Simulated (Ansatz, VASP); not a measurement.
# Two plane-wave programs on Fe

```
CELL_PARAMETERS angstrom
2.57505 0.00000 0.00000
-1.28752 2.23005 0.00000
0.00000 0.00000 4.40117
ATOMIC_POSITIONS crystal
Fe 0.33333 0.66667 0.25000
Fe 0.66667 0.33333 0.75000
```

Alike in both runs: task single point; functional r2SCAN; k mesh 16 × 16 × 8; occupations fermi-dirac, width 0.05 eV; collinear spin.

```csv
,VASP,Ansatz
version,VASP 6.6.1,Ansatz 0.2.0
potentials or method,"VASP PAW PBE potentials, release 64 (Fe), cutoff 520 eV","plane waves (500 eV) with PAW, scalar-relativistic"
valence electrons in the cell,16,32
```

Ansatz gave:

```
pressure (GPa)                                                : -8.6
traceless stress, the component that is largest in VASP (GPa) : 3.12
net moment per atom (μB)                                      : 0.00
size of the moment on the site where the two differ most (μB) : 2.87
```

Question: Estimate VASP's values.

Answer: Pressure (GPa): -8.9; traceless stress, the component that is largest in VASP (GPa): 3.42; net moment per atom (μB): 0.00; size of the moment on the site where the two differ most (μB): 2.85.

VASP's potentials were made for PBE, not for r2SCAN. Site moments also hang on the region over which each program counts them. With one functional, cell and mesh, what is left measures potentials, basis and numerics. VASP's potentials hold 16 valence electrons a cell and Ansatz's 32, so a difference there can come from the potentials and not from the codes. Ansatz's warnings: stability check not made.
